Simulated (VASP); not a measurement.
A run of VASP 6.6.1 is set up as follows.

File POSCAR:

```
AlP
1.0
    0.0000000000      2.7534005762      2.7534005762
    2.7534005762      0.0000000000      2.7534005762
    2.7534005762      2.7534005762      0.0000000000
Al P
1 1
Direct
    0.0000000000      0.0000000000      0.0000000000
    0.2500000000      0.2500000000      0.2500000000
```

Contents of INCAR.step1:

```
  PREC = Accurate
  ENCUT = 550
  ISMEAR = 0
  SIGMA = 0.02
  LREAL = F
  LASPH = T
  NELM = 120
  NBANDS = 11
  GGA = PE
  ALGO = Normal
  EDIFF = 1E-5
  LWAVE = T
  LCHARG = F
  GGA_COMPAT = F
```

Contents of INCAR.step2:

```
  PREC = Accurate
  ENCUT = 550
  EDIFF = 1E-6
  ISMEAR = 0
  SIGMA = 0.02
  LREAL = F
  LASPH = T
  NELM = 120
  ALGO = Normal
  ISIF = 2
  LWAVE = F
  LCHARG = F
  METAGGA = R2SCAN
  LMIXTAU = T
  NBANDS = 11
  ISTART = 1
  GGA_COMPAT = F
```

The input KPOINTS:

```
Automatic mesh
0
Gamma
  8 8 8
```

Potentials or basis: VASP PAW PBE potentials, release 64 (Al, P).

Command:

```console
$ cat potpaw_PBE.64/Al/POTCAR potpaw_PBE.64/P/POTCAR > POTCAR
$ cp INCAR.step1 INCAR
$ mpirun -np 1 vasp_std > vasp.out
$ cp INCAR.step2 INCAR
$ mpirun -np 1 vasp_std > vasp.out
```

Task: Predict the band gap on the k mesh.

Result: 1.96 eV (least direct gap 3.77 eV).

Task: What does it give for the pressure?

Result: -1.6 GPa.

Caveat: the PAW data sets were made with another functional, which shifts forces and pressure a little. r2SCAN opens gaps a little over a GGA but as a rule still falls short of measured ones.
